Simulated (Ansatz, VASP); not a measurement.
**Ag in VASP and in Ansatz**

```xyz
2
Lattice="2.9300 0.0000 0.0000 -1.4650 2.5375 0.0000 0.0000 0.0000 4.7900" Properties=species:S:1:pos:R:3 pbc="T T T"
Ag    0.0000    1.6916    1.1975
Ag    1.4650    0.8458    3.5925
```

Alike in both runs: task single point; functional PBE; k mesh 9 × 9 × 5; collinear spin.

|  | VASP | Ansatz |
| --- | --- | --- |
| version | VASP 6.6.1 | Ansatz 0.2.0 |
| potentials or method | VASP PAW PBE potentials, release 64 (Ag) | plane waves, PAW |
| plane-wave cutoff (eV) | 520 | 420 |
| occupations | methfessel-paxton of order 1, width 0.05 eV | cold, width 0.05 eV |
| valence electrons in the cell | 22 | 38 |

|  | VASP | Ansatz | Ansatz less VASP |
| --- | --- | --- | --- |
| net moment per atom (μB) | 0.00 | 0.00 | 0.000 |

VASP's potentials hold 22 valence electrons a cell and Ansatz's 38, so a difference there can come from the potentials and not from the codes. Ansatz's warnings: no starting moments, stability check not made, structure snapped to symmetry.
